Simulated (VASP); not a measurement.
# SiC20 in VASP: notebook

The runs below take SiC20 through single point, with PBE+D3(BJ).

Everything below comes from runs of VASP 6.6.1. Logs are shortened: lines on timing, memory, paths and dates and some standing lists are left out, and cuts for length are marked.

## (1) The cell of the first run

The cell holds a slab with vacuum, 21 atoms: a = 4.930 Å, b = 7.180 Å, c = 22.129 Å, α = 90.00°, β = 90.00°, γ = 99.88°.

## (2) Single point, PBE+D3(BJ)

INCAR

```
SYSTEM = SiC20
ALGO = Normal ; DIPOL = 0.5 0.5 0.306
EDIFF = 1E-7 ; ENCUT = 520
GGA = PE ; IDIPOL = 3
ISIF = 2 ; ISMEAR = 0
IVDW = 12 ; LASPH = .True.
LCHARG = .True. ; LDIPOL = .True.
LELF = .True. ; LREAL = Auto
LVACPOTAV = .True. ; LVHAR = .True.
LWAVE = .False. ; NBANDS = 58
NELM = 100 ; PREC = Accurate
SIGMA = 0.1
```

KPOINTS

```
k-points
0
Gamma
  6 4 1
  0 0 0
```

POSCAR

```
SiC20
1.0
    4.9300510483      0.0000000000      0.0000000000
   -1.2325127621      7.0736882673      0.0000000000
    0.0000000000      0.0000000000     22.1293523549
C Si
20 1
Direct
    0.3858166895      0.5432667578      0.1807554029
    0.8858166895      0.5432667578      0.1807554029
    0.2722014076      0.0888056305      0.2267404590
    0.7722014076      0.0888056305      0.2267404590
    0.4009962183      0.6039848731      0.2420688497
    0.9009962183      0.6039848731      0.2420688497
    0.0297911243      0.1191644973      0.2573972018
    0.5297911243      0.1191644973      0.2573972018
    0.1585861258      0.6343445031      0.2727255152
    0.6585861258      0.6343445031      0.2727255152
    0.0461074868      0.1844301691      0.3199090572
    0.5461074868      0.1844301691      0.3199090572
    0.1537589873      0.6150359018      0.3368154657
    0.6537589873      0.6150359018      0.3368154657
    0.3084764848      0.2339064522      0.3480645378
    0.8084764848      0.2339064522      0.3480645378
    0.3880568074      0.5522270554      0.3629961795
    0.8880568074      0.5522270554      0.3629961795
    0.3445502047      0.3782016492      0.3944694004
    0.8445502047      0.3782016492      0.3944694004
    0.5945502047      1.1282016492      0.5481114928
```

Potentials or basis: VASP PAW PBE potentials, release 64 (C, Si).

Launch:

```sh
$ cat potpaw_PBE.64/C/POTCAR potpaw_PBE.64/Si/POTCAR > POTCAR
$ mpirun -np 1 vasp_std > vasp.out
```

OUTCAR:

```text
SYSTEM = SiC20
   EDIFF = 1E-7
   ENCUT = 520
   GGA = PE
   ISIF = 2
   ISMEAR = 0
   IVDW = 12
   LASPH = .True.
   LREAL = Auto
   NELM = 100
   PREC = Accurate
 IVDW          = 12

 ion  position               nearest neighbor table
   1  0.386  0.543  0.181-   5 1.42
   2  0.886  0.543  0.181-   6 1.42
   3  0.272  0.089  0.227-   8 1.42   7 1.42
   4  0.772  0.089  0.227-   7 1.42   8 1.42
   5  0.401  0.604  0.242-   1 1.42  10 1.42   9 1.42
   6  0.901  0.604  0.242-   2 1.42   9 1.42  10 1.42
   7  0.030  0.119  0.257-   4 1.42   3 1.42  11 1.46
   8  0.530  0.119  0.257-   3 1.42   4 1.42  12 1.46
   9  0.159  0.634  0.273-   6 1.42   5 1.42  13 1.42
  10  0.659  0.634  0.273-   5 1.42   6 1.42  14 1.42
  11  0.046  0.184  0.320-  15 1.42  16 1.42   7 1.46
  12  0.546  0.184  0.320-  16 1.42  15 1.42   8 1.46
  13  0.154  0.615  0.337-   9 1.42  18 1.43  17 1.43
  14  0.654  0.615  0.337-  10 1.42  17 1.43  18 1.43
  15  0.308  0.234  0.348-  11 1.42  12 1.42  19 1.45
  16  0.808  0.234  0.348-  12 1.42  11 1.42  20 1.45
  17  0.388  0.552  0.363-  19 1.41  14 1.43  13 1.43
  18  0.888  0.552  0.363-  20 1.41  13 1.43  14 1.43
  19  0.345  0.378  0.394-  17 1.41  15 1.45
  20  0.845  0.378  0.394-  18 1.41  16 1.45
  21  0.595  0.128  0.548-

  LATTYP: Found a simple monoclinic cell.
 ALAT       =     4.9300510483
 B/A-ratio  =     4.4886659668
 C/A-ratio  =     1.4564273888
 COS(beta)  =    -0.1716529104

  Lattice vectors:

 A1 = (   4.9300510483,   0.0000000000,   0.0000000000)
 A2 = (   0.0000000000,   0.0000000000, -22.1293523549)
 A3 = (  -1.2325127621,   7.0736882673,   0.0000000000)

Analysis of symmetry for initial positions (statically):
=====================================================================
 Subroutine PRICEL returns:
 Original cell was already a primitive cell.

 Routine SETGRP: Setting up the symmetry group for a
 simple monoclinic supercell.

 Subroutine GETGRP returns: Found  1 space group operations
 (whereof  1 operations were pure point group operations)
 out of a pool of  4 trial point group operations.

The static configuration has the point symmetry C_1 .

Analysis of symmetry for dynamics (positions and initial velocities):
=====================================================================
 Subroutine PRICEL returns:
 Original cell was already a primitive cell.

 Routine SETGRP: Setting up the symmetry group for a
 simple monoclinic supercell.

 Subroutine GETGRP returns: Found  1 space group operations
 (whereof  1 operations were pure point group operations)
 out of a pool of  4 trial point group operations.

The dynamic configuration has the point symmetry C_1 .

 Subroutine INISYM returns: Found  1 space group operations
 (whereof  1 operations are pure point group operations),
 and found     1 'primitive' translations

----------------------------------------------------------------------------------------

                                     Primitive cell

  volume of cell :     771.7312

  direct lattice vectors                    reciprocal lattice vectors
     4.930051048  0.000000000  0.000000000     0.202837656  0.035342242  0.000000000
    -1.232512762  7.073688267  0.000000000     0.000000000  0.141368967  0.000000000
     0.000000000  0.000000000 22.129352355     0.000000000  0.000000000  0.045188851

  length of vectors
     4.930051048  7.180261375 22.129352355     0.205893635  0.141368967  0.045188851

  position of ions in fractional coordinates (direct lattice)
     0.385816689  0.543266758  0.180755403
     0.885816689  0.543266758  0.180755403
     0.272201408  0.088805630  0.226740459
     0.772201408  0.088805630  0.226740459
     0.400996218  0.603984873  0.242068850
     0.900996218  0.603984873  0.242068850
[... 13 lines left out ...]
     0.844550205  0.378201649  0.394469400
     0.594550205  0.128201649  0.548111493

  ion indices of the primitive-cell ions
   primitive index   ion index
                 1           1
                 2           2
                 3           3
                 4           4
                 5           5
                 6           6
[... 13 lines left out ...]
                20          20
                21          21

----------------------------------------------------------------------------------------

 KPOINTS: k-points

Automatic generation of k-mesh.
 Grid dimensions read from file:
 generate k-points for:    6    4    1

 Generating k-lattice:

  Cartesian coordinates                     Fractional coordinates (reciprocal lattice)
     0.033806276  0.005890374  0.000000000     0.166666667  0.000000000  0.000000000
     0.000000000  0.035342242  0.000000000     0.000000000  0.250000000  0.000000000
     0.000000000  0.000000000  0.045188851     0.000000000  0.000000000  1.000000000

  Length of vectors
     0.034315606  0.035342242  0.045188851

  Shift w.r.t. Gamma in fractional coordinates (k-lattice)
     0.000000000  0.000000000  0.000000000

 Subroutine IBZKPT returns following result:
 ===========================================

 Found     14 irreducible k-points:

 Following reciprocal coordinates:
            Coordinates               Weight
  0.000000  0.000000  0.000000      1.000000
  0.166667  0.000000  0.000000      2.000000
  0.333333  0.000000  0.000000      2.000000
  0.500000  0.000000  0.000000      1.000000
  0.000000  0.250000  0.000000      2.000000
  0.166667  0.250000  0.000000      2.000000
  0.333333  0.250000  0.000000      2.000000
  0.500000  0.250000  0.000000      2.000000
 -0.333333  0.250000  0.000000      2.000000
 -0.166667  0.250000  0.000000      2.000000
  0.000000  0.500000  0.000000      1.000000
  0.166667  0.500000  0.000000      2.000000
  0.333333  0.500000  0.000000      2.000000
  0.500000  0.500000  0.000000      1.000000
   k-points           NKPTS =     14   k-points in BZ     NKDIM =     14   number of bands    NBANDS=     58
   number of dos      NEDOS =    301   number of ions     NIONS =     21
   total plane-waves  NPLWV = 362880
   dimension x,y,z NGX =    40 NGY =   54 NGZ =  168
   dimension x,y,z NGXF=    80 NGYF=  108 NGZF=  336
   ions per type =              20   1
   NGX,Y,Z   is equivalent  to a cutoff of  13.49, 12.50, 12.62 a.u.
   NGXF,Y,Z  is equivalent  to a cutoff of  26.98, 25.01, 25.24 a.u.
 SYSTEM =  SiC20
   PREC   = accura    normal or accurate (medium, high low for compatibility)
   ISTART =      0    job   : 0-new  1-cont  2-samecut
   ICHARG =      2    charge: 1-file 2-atom 10-const
   ISPIN  =      1    spin polarized calculation?
   LNONCOLLINEAR =      F non collinear calculations
   LSORBIT =      F    spin-orbit coupling
   LASPH  =      T    aspherical Exc in radial PAW
   ENCUT  =  520.0 eV  38.22 Ry    6.18 a.u.   9.17 13.35 41.15*2*pi/ulx,y,z
   NELM   =    100;   NELMIN=  2; NELMDL= -5     # of ELM steps
   EDIFF  = 0.1E-06   stopping-criterion for ELM
   LREAL  =      T    real-space projection
   EDIFFG = 0.1E-05   stopping-criterion for IOM
   NSW    =      0    number of steps for IOM
   IBRION =     -1    ionic relax: 0-MD 1-quasi-New 2-CG
   NFREE  =      0    steps in history (QN), initial steepest desc. (CG)
   ISIF   =      2    stress and relaxation
   ISYM   =      2    0-nonsym 1-usesym 2-fastsym
   POTIM  = 0.5000    time-step for ionic-motion
   TEBEG  =    0.0;   TEEND  =   0.0 temperature during run
   PSTRESS=    0.0 pullay stress
   NELECT =      84.0000    total number of electrons
   NUPDOWN=      -1.0000    fix difference up-down
   EMIN   =  10.00;   EMAX   =-10.00  energy-range for DOS
   EFERMI =   0.00;   METHOD = LEGACY
   ISMEAR =     0;   SIGMA  =   0.10  broadening in eV -4-tet -1-fermi 0-gaus
   EFERMI_NEDOS =   21; number of points for ismear=-14 and -15
   IALGO  =     38    algorithm
   IMIX   =      4    mixing-type and parameters
     AMIX     =   0.40;   BMIX     =  1.00
     AMIX_MAG =   1.60;   BMIX_MAG =  1.00
  volume/ion in A,a.u.               =      36.75       248.00
  Fermi-wavevector in a.u.,A,eV,Ry     =   0.781650  1.477105  8.312852  0.610977
  Thomas-Fermi vector in A             =   1.885212
   LORBIT       =      0    0 simple, 1 ext, 2 COOP (PROOUT), +10 PAW based schemes
   GGA     = PE    functional components
   LHFCALC =     F    Hartree Fock is set to
   AEXX    =    0.0000 exact exchange contribution
   IVDW    =    12    specifies the selected vdW correction
   LEPSILON=     F    determine dielectric tensor
   LRPA    =     F    only Hartree local field effects (RPA)
 non-spin polarized calculation
 Gauss-broadening in eV      SIGMA  =   0.10
  energy-cutoff  :      520.00
  volume of cell :      771.73
 maximum number of plane-waves:     20814
 NGX is ok and might be reduce to    40
   NGX = 19   NGY = 27   NGZ = 83

 dipolmoment           0.000000      0.000000      0.198863 electrons x Angstroem

 number of electron      84.0000001 magnetization

 dipolmoment           0.000000      0.000000     -0.618073 electrons x Angstroem

 Free energy of the ion-electron system (eV)
  ---------------------------------------------------
  ext. energy  EPLUGINS =         0.00000000
  ---------------------------------------------------
  free energy    TOTEN  =      -160.57615529 eV

  energy without entropy =     -160.43331401  energy(sigma->0) =     -160.50473465

 E-fermi :  -3.1404     XC(G=0):  -3.7576

 val. band max:       -3.1498378050   @ k =   0.0000   0.0000   0.0000
 cond. band min:      -3.1394268727   @ k =   0.1667   0.2500   0.0000
 fundamental gap:      0.0104109323
 Fermi energy:        -3.1403574183

 k-point     1 :       0.0000    0.0000    0.0000
  band No.  band energies     occupation
      1     -22.6030      2.00000
      2     -21.3861      2.00000
      3     -20.1689      2.00000
      4     -18.7838      2.00000
      5     -18.7191      2.00000
      6     -18.1342      2.00000
[... 46 lines left out ...]
     53       0.3785      0.00000
     54       0.3974      0.00000
[... 739 lines left out ...]
     53       0.5821      0.00000
     54       0.5880      0.00000
 [bands above 54 left out]

------------------------ aborting loop because EDIFF is reached ----------------------------------------

 Edisp (eV)   -2.31474

 E8    (eV) :    -0.7014

  FORCE on cell =-STRESS in cart. coord.  units (eV):
  Direction    XX          YY          ZZ          XY          YZ          ZX
  --------------------------------------------------------------------------------------
  -------------------------------------------------------------------------------------
  Total     -10.74154    -0.06083    -5.59176    -0.01700    -2.11510     0.01645
  in kB     -22.30031    -0.12629   -11.60895    -0.03529    -4.39113     0.03416
  external pressure =      -11.35 kB  Pullay stress =        0.00 kB

 VOLUME and BASIS-vectors are now :
 -----------------------------------------------------------------------------
  energy-cutoff  :      520.00
  volume of cell :      771.73
      direct lattice vectors                 reciprocal lattice vectors
     4.930051048  0.000000000  0.000000000     0.202837656  0.035342242  0.000000000
    -1.232512762  7.073688267  0.000000000     0.000000000  0.141368967  0.000000000
     0.000000000  0.000000000 22.129352355     0.000000000  0.000000000  0.045188851

 POSITION                                       TOTAL-FORCE (eV/Angst)
 -----------------------------------------------------------------------------------
      1.23251      3.84290      4.00000         0.001018      0.361445      1.444409
      3.69754      3.84290      4.00000         0.006174      0.355948      1.434647
      1.23251      0.62818      5.01762         0.024509      0.505533      1.810622
      3.69754      0.62818      5.01762        -0.033381      0.500399      1.811999
      1.23251      4.27240      5.35683         0.000210      0.558472     -2.495191
      3.69754      4.27240      5.35683        -0.005972      0.565173     -2.475990
[... 13 lines left out ...]
      3.69754      2.67528      8.72935         0.059630     -0.158472      0.365740
      2.77315      0.90686     12.12935         0.006737      0.175835     -0.342074
 -----------------------------------------------------------------------------------
    total drift:                               -0.040330     -0.002678      0.021094

  FREE ENERGIE OF THE ION-ELECTRON SYSTEM (eV)
  ---------------------------------------------------
  free  energy   TOTEN  =      -162.8908999722 eV

  energy  without entropy=     -162.7480586926  energy(sigma->0) =     -162.81947933

 vacuum level on the upper side and lower side of the slab         0.972         4.180
```

Wall time 15 min (1 thread of AMD EPYC 9R45 (Zen 5), shared host); peak memory 0.89 GiB.

Results:

```yaml
Free_energy: -162.8909 eV
Largest_force: 2.557 eV/Å
Band_gap_on_the_k_mesh: zero (bands 42 and 43 overlap by 0.10 eV)
Dispersion_energy_per_atom: -0.110 eV
```

Forces in eV/Å, atoms in the order of the input:
```
C    0.001  0.361  1.444
C    0.006  0.356  1.435
C    0.025  0.506  1.811
C   -0.033  0.500  1.812
C    0.000  0.558 -2.495
C   -0.006  0.565 -2.476
C   -0.006 -0.792 -1.655
C    0.000 -0.800 -1.628
C    0.004 -0.635  0.755
C    0.001 -0.622  0.741
C   -0.010 -0.021 -0.023
C    0.013 -0.005 -0.003
C   -0.021 -0.031 -0.001
C    0.008 -0.010 -0.009
C    0.014 -0.040 -0.019
C   -0.007 -0.075 -0.061
C    0.050  0.096  0.073
C   -0.045  0.161  0.055
C   -0.061 -0.090  0.220
C    0.060 -0.158  0.366
Si   0.007  0.176 -0.342
```

Levels at points of the mesh, in eV from the Fermi level:
| k point | band 39 | band 40 | band 41 | band 42 | band 43 | band 44 | band 45 | band 46 |
| --- | --- | --- | --- | --- | --- | --- | --- | --- |
| (0.00, 0.00, 0.00) | -1.05 | -0.80 | -0.35 | -0.02 | -0.01 | 0.06 | 0.65 | 0.66 |
| (0.50, 0.00, 0.00) | -1.41 | -0.29 | -0.10 | -0.08 | 0.15 | 0.21 | 0.42 | 0.42 |
| (0.00, 0.50, 0.00) | -1.05 | -0.80 | -0.35 | -0.11 | -0.07 | 0.07 | 0.66 | 0.69 |
| (0.50, 0.50, 0.00) | -1.38 | -0.28 | -0.06 | -0.04 | 0.12 | 0.21 | 0.42 | 0.42 |

## (3) Single point, PBE+D3(BJ)

INCAR

```
SYSTEM = SiC20
PREC = Accurate
ENCUT = 520
EDIFF = 1E-7
ISMEAR = 0
SIGMA = 0.1
LREAL = Auto
LASPH = .True.
NELM = 60
ALGO = Normal
ISIF = 2
LWAVE = .False.
LCHARG = .False.
LDIPOL = .True.
IDIPOL = 3
DIPOL = 0.5 0.5 0.306
GGA = PE
IVDW = 12
NBANDS = 58
```

KPOINTS

```
Automatic mesh
0
Gamma
  6 4 1
  0 0 0
```

POSCAR, as its differences from that of step 2:

```diff
@@ -28,2 +28,2 @@
     0.8445502047      0.3782016492      0.3944694004
-    0.5945502047      1.1282016492      0.5481114928
+    0.7195502047      0.8782016492      0.5481114928
```

Potentials or basis: VASP PAW PBE potentials, release 64 (C, Si).

Launch:

```sh
$ cat potpaw_PBE.64/C/POTCAR potpaw_PBE.64/Si/POTCAR > POTCAR
$ mpirun -np 1 vasp_std > vasp.out
```

Wall time 16 min (1 thread of AMD EPYC 9R45 (Zen 5), shared host); peak memory 0.89 GiB.

It converged, with:

* Free energy: -162.7503 eV
* Largest force: 2.592 eV/Å
* Band gap on the k mesh: zero (bands 42 and 43 overlap by 0.08 eV)
* Dispersion energy per atom: -0.110 eV

Forces on the atoms (eV/Å):
```
C    0.003  0.371  1.473
C    0.003  0.370  1.472
C   -0.006  0.461  1.827
C   -0.005  0.459  1.825
C   -0.001  0.554 -2.532
C   -0.004  0.554 -2.529
C   -0.002 -0.756 -1.673
C   -0.003 -0.754 -1.665
C    0.002 -0.644  0.782
C    0.001 -0.641  0.785
C    0.002  0.000  0.007
C    0.004  0.004  0.000
C   -0.008  0.021 -0.011
C   -0.003  0.022 -0.016
C    0.000 -0.049 -0.026
C    0.001 -0.059 -0.038
C   -0.001  0.067  0.030
C    0.004  0.077  0.030
C    0.004 -0.024  0.172
C    0.004 -0.034  0.199
Si   0.004 -0.001 -0.115
```

Levels at points of the mesh, in eV from the Fermi level:
```
           k point  band 40  band 41  band 42  band 43  band 44  band 45
(0.00, 0.00, 0.00)    -0.81    -0.34    -0.05     0.00     0.05     0.61
(0.50, 0.00, 0.00)    -0.29    -0.08    -0.08     0.15     0.18     0.43
(0.00, 0.50, 0.00)    -0.81    -0.34    -0.11    -0.04     0.00     0.67
(0.50, 0.50, 0.00)    -0.28    -0.04    -0.04     0.14     0.15     0.44
```
